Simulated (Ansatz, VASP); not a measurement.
**ZnO: VASP beside Ansatz**

```
Zn O
1.0
     3.18712    0.00000    0.00000
    -1.59356    2.76012    0.00000
     0.00000    0.00000    5.15250
Zn O
2 2
Direct
  0.33333 0.66667 0.50029
  0.66667 0.33333 0.00029
  0.66667 0.33333 0.37872
  0.33333 0.66667 0.87872
```

Alike in both runs: functional LDA; k mesh 14 × 14 × 8; occupations fermi-dirac, width 0.08 eV; no spin polarisation.

Ansatz relaxed the structure, and its values are those at the end. VASP's run is a single point on that final structure, the one shown.

```csv
,VASP,Ansatz
version,VASP 6.6.1,Ansatz 0.2.0
potentials or method,"VASP PAW LDA potentials, release 64 (Zn, O)","PAW with Ansatz's default frozen-core files, scalar-relativistic"
plane-wave cutoff (eV),520,420
valence electrons in the cell,36,36
```

VASP gave:

* pressure (GPa): 1.1

Q: Estimate Ansatz's values.

A: Pressure (GPa): 0.0.

LDA's correlation is that of Perdew and Zunger in VASP and of Perdew and Wang (1992) in Ansatz.
